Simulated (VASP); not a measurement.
# Li (Im-3m) in VASP: further runs

Runs on Li. Level: LDA. Tasks: single point, relaxation of cell and atoms.

Everything below comes from runs of VASP 6.6.1. Logs are shortened: lines on timing, memory, paths and dates and some standing lists are left out, and cuts for length are marked.

### 1 The cell of the first run

The structure is cubic, space group Im-3m (No. 229). The conventional cell has a = 3.370 Å, b = 3.370 Å, c = 3.370 Å, α = 90.00°, β = 90.00°, γ = 90.00°. Li (site symmetry m-3m) has 14 Li at 2.92 to 3.37 Å within 3.8 Å.

### 2 Single point, LDA

The input, INCAR:

```
SYSTEM = Li
PREC     = Accurate       ! precision mode
ENCUT    = 750            ! plane-wave cutoff, eV
EDIFF    = 1E-6           ! SCF threshold, eV
ISMEAR   = 1              ! smearing method
SIGMA    = 0.05           ! smearing width, eV
LREAL    = .FALSE.        ! projectors in reciprocal space
LASPH    = .TRUE.         ! aspherical terms in the spheres
NELM     = 120            ! most SCF steps
ALGO     = Normal         ! electronic algorithm
ISIF     = 2              ! what is computed and relaxed
LWAVE    = .FALSE.        ! write WAVECAR
LCHARG   = .FALSE.        ! write CHGCAR
GGA      = CA             ! functional
NBANDS   = 8              ! bands
GGA_COMPAT= .FALSE.
```

The input, KPOINTS:

```
regular mesh
0
G
  8 8 8
  0 0 0
```

The input, POSCAR:

```
Li
1.0
   -1.6851183304      1.6851183304      1.6851183304
    1.6851183304     -1.6851183304      1.6851183304
    1.6851183304      1.6851183304     -1.6851183304
Li
1
Direct
    0.0000000000      0.0000000000      0.0000000000
```

Potentials or basis: VASP PAW LDA potentials, release 64 (Li_sv).

Started as:

```console
$ cat potpaw_LDA.64/Li_sv/POTCAR > POTCAR
$ mpirun -np 1 vasp_std > vasp.out
```

OUTCAR:

```text
SYSTEM = Li
   PREC = Accurate
   ENCUT = 750
   EDIFF = 1E-6
   ISMEAR = 1
   LREAL = .FALSE.
   LASPH = .TRUE.
   NELM = 120
   ISIF = 2
   GGA = CA

 ion  position               nearest neighbor table
   1  0.000  0.000  0.000-

  LATTYP: Found a body centered cubic cell.
 ALAT       =     3.3702366608

  Lattice vectors:

 A1 = (  -1.6851183304,   1.6851183304,   1.6851183304)
 A2 = (   1.6851183304,  -1.6851183304,   1.6851183304)
 A3 = (   1.6851183304,   1.6851183304,  -1.6851183304)

Analysis of symmetry for initial positions (statically):
=====================================================================
 Subroutine PRICEL returns:
 Original cell was already a primitive cell.

 Routine SETGRP: Setting up the symmetry group for a
 body centered cubic supercell.

 Subroutine GETGRP returns: Found 48 space group operations
 (whereof 48 operations were pure point group operations)
 out of a pool of 48 trial point group operations.

The static configuration has the point symmetry O_h .

Analysis of symmetry for dynamics (positions and initial velocities):
=====================================================================
 Subroutine PRICEL returns:
 Original cell was already a primitive cell.

 Routine SETGRP: Setting up the symmetry group for a
 body centered cubic supercell.

 Subroutine GETGRP returns: Found 48 space group operations
 (whereof 48 operations were pure point group operations)
 out of a pool of 48 trial point group operations.

The dynamic configuration has the point symmetry O_h .

 Subroutine INISYM returns: Found 48 space group operations
 (whereof 48 operations are pure point group operations),
 and found     1 'primitive' translations

----------------------------------------------------------------------------------------

                                     Primitive cell

  volume of cell :      19.1404

  direct lattice vectors                    reciprocal lattice vectors
    -1.685118330  1.685118330  1.685118330     0.000000000  0.296715068  0.296715068
     1.685118330 -1.685118330  1.685118330     0.296715068  0.000000000  0.296715068
     1.685118330  1.685118330 -1.685118330     0.296715068  0.296715068  0.000000000

  length of vectors
     2.918710565  2.918710565  2.918710565     0.419618473  0.419618473  0.419618473

  position of ions in fractional coordinates (direct lattice)
     0.000000000  0.000000000  0.000000000

  ion indices of the primitive-cell ions
   primitive index   ion index
                 1           1

----------------------------------------------------------------------------------------

 KPOINTS: regular mesh

Automatic generation of k-mesh.
 Grid dimensions read from file:
 generate k-points for:    8    8    8

 Generating k-lattice:

  Cartesian coordinates                     Fractional coordinates (reciprocal lattice)
     0.000000000  0.037089384  0.037089384     0.125000000  0.000000000  0.000000000
     0.037089384  0.000000000  0.037089384     0.000000000  0.125000000  0.000000000
     0.037089384  0.037089384  0.000000000     0.000000000  0.000000000  0.125000000

  Length of vectors
     0.052452309  0.052452309  0.052452309

  Shift w.r.t. Gamma in fractional coordinates (k-lattice)
     0.000000000  0.000000000  0.000000000

 Subroutine IBZKPT returns following result:
 ===========================================

 Found     29 irreducible k-points:

 Following reciprocal coordinates:
            Coordinates               Weight
  0.000000  0.000000  0.000000      1.000000
  0.125000  0.000000  0.000000     12.000000
  0.250000  0.000000  0.000000     12.000000
  0.375000  0.000000  0.000000     12.000000
  0.500000  0.000000  0.000000      6.000000
  0.125000  0.125000  0.000000     24.000000
[... 16 lines left out ...]
 -0.250000  0.250000  0.250000      6.000000
 -0.375000  0.375000  0.250000     24.000000
 [... further k-points ...]
   k-points           NKPTS =     29   k-points in BZ     NKDIM =     29   number of bands    NBANDS=      8
   number of dos      NEDOS =    301   number of ions     NIONS =      1
   total plane-waves  NPLWV =  21952
   dimension x,y,z NGX =    28 NGY =   28 NGZ =   28
   dimension x,y,z NGXF=    56 NGYF=   56 NGZF=   56
   ions per type =               1
   NGX,Y,Z   is equivalent  to a cutoff of  15.95, 15.95, 15.95 a.u.
   NGXF,Y,Z  is equivalent  to a cutoff of  31.90, 31.90, 31.90 a.u.
 SYSTEM =  Li
   PREC   = accura    normal or accurate (medium, high low for compatibility)
   ISTART =      0    job   : 0-new  1-cont  2-samecut
   ICHARG =      2    charge: 1-file 2-atom 10-const
   ISPIN  =      1    spin polarized calculation?
   LNONCOLLINEAR =      F non collinear calculations
   LSORBIT =      F    spin-orbit coupling
   LASPH  =      T    aspherical Exc in radial PAW
   ENCUT  =  750.0 eV  55.12 Ry    7.42 a.u.   6.52  6.52  6.52*2*pi/ulx,y,z
   NELM   =    120;   NELMIN=  2; NELMDL= -5     # of ELM steps
   EDIFF  = 0.1E-05   stopping-criterion for ELM
   LREAL  =      F    real-space projection
   EDIFFG = 0.1E-04   stopping-criterion for IOM
   NSW    =      0    number of steps for IOM
   IBRION =     -1    ionic relax: 0-MD 1-quasi-New 2-CG
   NFREE  =      0    steps in history (QN), initial steepest desc. (CG)
   ISIF   =      2    stress and relaxation
   ISYM   =      2    0-nonsym 1-usesym 2-fastsym
   POTIM  = 0.5000    time-step for ionic-motion
   TEBEG  =    0.0;   TEEND  =   0.0 temperature during run
   PSTRESS=    0.0 pullay stress
   NELECT =       3.0000    total number of electrons
   NUPDOWN=      -1.0000    fix difference up-down
   EMIN   =  10.00;   EMAX   =-10.00  energy-range for DOS
   EFERMI =   0.00;   METHOD = LEGACY
   ISMEAR =     1;   SIGMA  =   0.05  broadening in eV -4-tet -1-fermi 0-gaus
   EFERMI_NEDOS =   21; number of points for ismear=-14 and -15
   IALGO  =     38    algorithm
   IMIX   =      4    mixing-type and parameters
     AMIX     =   0.40;   BMIX     =  1.00
     AMIX_MAG =   1.60;   BMIX_MAG =  1.00
  volume/ion in A,a.u.               =      19.14       129.17
  Fermi-wavevector in a.u.,A,eV,Ry     =   0.882670  1.668004 10.600376  0.779106
  Thomas-Fermi vector in A             =   2.003332
   LORBIT       =      0    0 simple, 1 ext, 2 COOP (PROOUT), +10 PAW based schemes
   GGA     = CA    functional components
   LHFCALC =     F    Hartree Fock is set to
   AEXX    =    0.0000 exact exchange contribution
   IVDW    =     0    specifies the selected vdW correction
   LEPSILON=     F    determine dielectric tensor
   LRPA    =     F    only Hartree local field effects (RPA)
 non-spin polarized calculation
 Methfessel and Paxton  Order N= 1 SIGMA  =   0.05
  energy-cutoff  :      750.00
  volume of cell :       19.14
 maximum number of plane-waves:       935
 NGX is ok and might be reduce to    28
   NGX = 13   NGY = 13   NGZ = 13

 number of electron       2.9999997 magnetization

 Free energy of the ion-electron system (eV)
  ---------------------------------------------------
  ext. energy  EPLUGINS =         0.00000000
  ---------------------------------------------------
  free energy    TOTEN  =        -2.03122384 eV

  energy without entropy =       -2.03086182  energy(sigma->0) =       -2.03110317

 E-fermi :   0.8308     XC(G=0):  -7.2897

 val. band max:        0.7466403595   @ k =   0.2500   0.2500   0.0000
 cond. band min:       0.8552019515   @ k =   0.3750   0.1250   0.0000
 fundamental gap:      0.1085615920
 Fermi energy:         0.8307682747

 k-point     1 :       0.0000    0.0000    0.0000
  band No.  band energies     occupation
      1     -44.7608      2.00000
      2      -2.8114      2.00000
      3      15.7101      0.00000
      4      15.7101      0.00000
      5      15.7101      0.00000
      6      20.8545      0.00000
      7      20.8545      0.00000
      8      20.8545      0.00000

 k-point     2 :       0.1250    0.0000    0.0000
  band No.  band energies     occupation
      1     -44.7569      2.00000
      2      -2.5143      2.00000
      3      13.7673      0.00000
      4      14.5174      0.00000
      5      15.2209      0.00000
      6      18.5959      0.00000
      7      18.6038      0.00000
      8      20.7401      0.00000

 k-point     3 :       0.2500    0.0000    0.0000
  band No.  band energies     occupation
      1     -44.7473      2.00000
      2      -1.6231      2.00000
      3       9.7664      0.00000
      4      12.8509      0.00000
      5      14.1479      0.00000
      6      16.5726      0.00000
      7      18.0987      0.00000
      8      21.1791      0.00000

 k-point     4 :       0.3750    0.0000    0.0000
  band No.  band energies     occupation
      1     -44.7377      2.00000
      2      -0.1943      2.00000
      3       6.1730      0.00000
      4      11.7456      0.00000
      5      13.2631      0.00000
      6      15.3422      0.00000
      7      18.3738      0.00000
      8      22.7548      0.00000

 k-point     5 :       0.5000    0.0000    0.0000
  band No.  band energies     occupation
      1     -44.7338      2.00000
      2       0.9822     -0.00016
      3       4.2519      0.00000
      4      11.3678      0.00000
      5      12.9406      0.00000
      6      14.9312      0.00000
      7      18.6104      0.00000
      8      24.1877      0.00000
[... 177 lines left out ...]
 k-point    22 :       0.2500    0.2500    0.2500
  band No.  band energies     occupation
      1     -44.7316      2.00000
      2       4.2366      0.00000
      3       4.2366      0.00000
      4       4.2366      0.00000
      5       9.6752      0.00000
      6      25.1547      0.00000
      7      25.1547      0.00000
      8      25.1547      0.00000

 k-point    23 :      -0.2500    0.2500    0.2500
  band No.  band energies     occupation
      1     -44.7360      2.00000
      2      -0.3752      2.00000
      3       9.5266      0.00000
      4       9.5266      0.00000
      5      12.1809      0.00000
      6      13.9761      0.00000
      7      22.3288      0.00000
      8      22.3288      0.00000

 k-point    24 :      -0.3750    0.3750    0.2500
  band No.  band energies     occupation
      1     -44.7280      2.00000
      2       1.1554     -0.00000
      3       6.8547      0.00000
      4       8.3640      0.00000
      5      12.0477      0.00000
      6      14.1489      0.00000
      7      18.6316      0.00000
      8      21.9040      0.00000

 [... further k-points ...]

------------------------ aborting loop because EDIFF is reached ----------------------------------------

  FORCE on cell =-STRESS in cart. coord.  units (eV):
  Direction    XX          YY          ZZ          XY          YZ          ZX
  --------------------------------------------------------------------------------------
  -------------------------------------------------------------------------------------
  Total       -0.0199125     -0.0199125     -0.0199125      0.0000000      0.0000000     -0.0000000
  in kB       -1.6668092     -1.6668092     -1.6668092      0.0000000      0.0000000     -0.0000000
  external PRESSURE =      -1.6668092 kB  Pullay stress =       0.0000000 kB

 VOLUME and BASIS-vectors are now :
 -----------------------------------------------------------------------------
  energy-cutoff  :      750.00
  volume of cell :       19.14
      direct lattice vectors                 reciprocal lattice vectors
    -1.685118330  1.685118330  1.685118330     0.000000000  0.296715068  0.296715068
     1.685118330 -1.685118330  1.685118330     0.296715068  0.000000000  0.296715068
     1.685118330  1.685118330 -1.685118330     0.296715068  0.296715068  0.000000000

 POSITION                                       TOTAL-FORCE (eV/Angst)
 -----------------------------------------------------------------------------------
      0.00000      0.00000      0.00000        -0.000000      0.000000     -0.000000
 -----------------------------------------------------------------------------------
    total drift:                               -0.000000     -0.000000     -0.000000

  FREE ENERGIE OF THE ION-ELECTRON SYSTEM (eV)
  ---------------------------------------------------
  free  energy   TOTEN  =        -2.0312238441 eV

  energy  without entropy=       -2.0308618235  energy(sigma->0) =       -2.03110317
```

Wall time 3.6 s (1 thread of Intel Xeon Platinum 8488C (Sapphire Rapids), shared host); peak memory 0.13 GiB.

What came out:

| Quantity | Value |
| --- | --- |
| Free energy | -2.0312 eV |
| Pressure | -0.2 GPa |
| Band gap on the k mesh | zero (an odd number of electrons rules out a gap without spin polarisation) |

### 3 Relaxation of cell and atoms, LDA

This run uses another cell than the first one, of 21.62 Å³/atom.

The input, INCAR:

```
SYSTEM = Li
  PREC = Accurate
  ENCUT = 750
  EDIFF = 1E-7
  ISMEAR = 1
  SIGMA = 0.05
  LREAL = .FALSE.
  LASPH = .TRUE.
  NELM = 120
  ALGO = Normal
  ISIF = 3
  LWAVE = .FALSE.
  LCHARG = .FALSE.
  IBRION = 2
  NSW = 80
  EDIFFG = -0.02
  GGA_COMPAT = .FALSE.
  NELMIN = 4
```

KPOINTS is that of step 2.

The input, POSCAR:

```
Li
1.0
   -1.7550000000      1.7550000000      1.7550000000
    1.7550000000     -1.7550000000      1.7550000000
    1.7550000000      1.7550000000     -1.7550000000
Li
1
Direct
    0.0000000000      0.0000000000      0.0000000000
```

Potentials or basis: VASP PAW LDA potentials, release 64 (Li_sv).

Started as:

```console
$ cat potpaw_LDA.64/Li_sv/POTCAR > POTCAR
$ mpirun -np 1 vasp_std > vasp.out
```

Wall time 13 s (1 thread of Intel Xeon Platinum 8488C (Sapphire Rapids), shared host); peak memory 0.13 GiB.

The run converged. Its results:

* Free energy: -2.0325 eV
* Relaxed volume: 18.97 Å³/atom
* Relaxed cell: a = 2.910 Å, b = 2.910 Å, c = 2.910 Å, α = 109.47°, β = 109.47°, γ = 109.47°
* Space group after relaxing (to 0.1 Å): Im-3m (No. 229)
* Energy gained by relaxing: 14.5 meV/atom
* Ionic steps: 4
* Pressure after relaxing: 0.0 GPa
* Band gap on the k mesh: zero (an odd number of electrons rules out a gap without spin polarisation)

The path:
| step | energy change (eV) | largest force (eV/Å) | pressure (GPa) | volume (Å³) |
| --- | --- | --- | --- | --- |
| 1 | 0.0000 | 0.0000 | -1.63 | 21.62 |
| 2 | -0.0062 | 0.0000 | -1.29 | 20.94 |
| 3 | -0.0137 | 0.0000 | -0.45 | 19.61 |
| 4 | -0.0145 | 0.0000 | 0.04 | 18.97 |

Final structure:
```
CELL_PARAMETERS angstrom
-1.68024 1.68024 1.68024
1.68024 -1.68024 1.68024
1.68024 1.68024 -1.68024
ATOMIC_POSITIONS crystal
Li 0.00000 0.00000 0.00000
```

Levels at points of the mesh, in eV from the Fermi level:
| k point | band 1 | band 2 | band 3 | band 4 | band 5 |
| --- | --- | --- | --- | --- | --- |
| (0.00, 0.00, 0.00) | -45.58 | -3.65 | 14.97 | 14.97 | 14.97 |
| (0.50, 0.00, 0.00) | -45.55 | 0.15 | 3.45 | 10.60 | 12.18 |
| (0.50, 0.50, 0.50) | -45.53 | 5.61 | 5.61 | 5.61 | 8.08 |
